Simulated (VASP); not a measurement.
A run of VASP 6.6.1:

INCAR

```
ALGO     = Normal         # electronic algorithm
EDIFF    = 1E-6           # SCF threshold, eV
EDIFFG   = -0.01          # ionic threshold
ENCUT    = 600            # plane-wave cutoff, eV
GGA      = PE             # functional
IBRION   = 2              # ionic algorithm
ISIF     = 3              # what is computed and relaxed
ISMEAR   = -1             # smearing method
ISYM     = 0            
LASPH    = True           # aspherical terms in the spheres
LCHARG   = False          # write CHGCAR
LREAL    = False          # projectors in reciprocal space
LWAVE    = False          # write WAVECAR
NELM     = 60             # most SCF steps
NSW      = 60             # ionic steps
PREC     = Accurate       # precision mode
SIGMA    = 0.1            # smearing width, eV
```

The input KPOINTS:

```
k-points
0
Gamma
  5 5 5
```

File POSCAR:

```
GaSb
1.0
    0.0000000000      3.0660330000      3.0660330000
    3.0660330000      0.0000000000      3.0660330000
    3.0660330000      3.0660330000      0.0000000000
Ga Sb
1 1
Direct
    0.0000000000      0.0000000000      0.0000000000
    0.2500000000      0.2500000000      0.2500000000
```

Potentials or basis: VASP PAW PBE potentials, release 64 (Ga_d, Sb).

Command:

```console
$ cat potpaw_PBE.64/Ga_d/POTCAR potpaw_PBE.64/Sb/POTCAR > POTCAR
$ mpirun -np 1 vasp_std > vasp.out
```

Hardware: 1 thread of Intel Xeon 8259CL (shared host).

Problem. Estimate the wall time of this run.

Solution. Run time: 2.9 min on 1 thread of Intel Xeon 8259CL, with other jobs on the host, peak memory 0.25 GiB. Counts: scf iterations 26, k points 63, ion steps 3.
